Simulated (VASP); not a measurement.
MgH2:

```xyz
12
Lattice="4.5182 -0.1308 -0.0150 -0.1308 4.5151 0.0472 -0.0200 0.0630 6.2642" Properties=species:S:1:pos:R:3 pbc="T T T"
Mg    2.2119    1.9902    1.5726
Mg    2.1624    2.1834    4.6927
Mg   -0.1706    4.5693    3.2402
Mg    0.0300    0.1235    0.1598
H     3.0627    3.0706    0.0758
H     3.0106    3.1218    3.1058
H     3.6033    0.6856    1.4804
H     3.6526    0.8979    4.5637
H     1.2914    1.4042    3.1550
H     1.4143    1.3416    0.1004
H     0.7891    3.6326    1.6328
H     0.6586    3.6997    4.6181
```

- Program: VASP 6.6.1
- Task: relaxation of cell and atoms
- Functional: PBE
- Potentials or basis: VASP PAW PBE potentials, release 64 (Mg, H)
- Cutoff: 600 eV
- k mesh: 4 × 4 × 2
- Occupations: gaussian, width 0.1 eV
- Spin: no spin polarisation

At the start: pressure -1.1 GPa; volume 10.64 Å³/atom.

Task: Where does the relaxation end?

Result: Over 13 steps the energy falls by 53.2 meV/atom and the volume is 10.21 Å³/atom (-4.1 %); space group P4_2/mnm (No. 136, to 0.05 Å).

The path:
```csv
step,energy change (eV),largest force (eV/Å),pressure (GPa),volume (Å³)
1,0.0000,1.4433,-1.14,127.67
2,-0.3108,0.9128,-1.20,126.27
3,-0.5438,0.7464,-0.18,123.06
4,-0.5507,0.6442,-0.44,123.54
5,-0.5996,0.2975,-0.08,122.61
6,-0.6138,0.2158,0.33,121.77
7,-0.6272,0.1021,0.16,122.16
8,-0.6310,0.0962,0.03,122.52
9,-0.6341,0.0685,-0.04,122.65
10,-0.6358,0.0556,-0.12,122.85
11,-0.6372,0.0339,-0.01,122.57
12,-0.6374,0.0305,0.06,122.41
13,-0.6378,0.0143,0.02,122.50
```

Final structure:
```yaml
crystal:
  lattice:
    - [4.51415, -0.00052, 0.00036]
    - [-0.00242, 4.51205, -0.00109]
    - [0.00108, -0.00079, 6.01407]
  atoms:
    - { symbol: Mg, position: [0.49965, 0.50064, 0.24995] }
    - { symbol: Mg, position: [0.50021, 0.49953, 0.75005] }
    - { symbol: Mg, position: [0.00044, 0.99996, 0.49982] }
    - { symbol: Mg, position: [0.99971, 0.99976, 0.99992] }
    - { symbol: H, position: [0.69455, 0.69623, 0.00011] }
    - { symbol: H, position: [0.69406, 0.69725, 0.50006] }
    - { symbol: H, position: [0.80412, 0.19584, 0.25047] }
    - { symbol: H, position: [0.80715, 0.19772, 0.75016] }
    - { symbol: H, position: [0.30511, 0.30411, 0.49979] }
    - { symbol: H, position: [0.30615, 0.30260, 0.99998] }
    - { symbol: H, position: [0.19460, 0.80413, 0.24970] }
    - { symbol: H, position: [0.19425, 0.80222, 0.74998] }
```

Caveat: the k points lie up to 0.52 Å⁻¹ apart in the final cell.
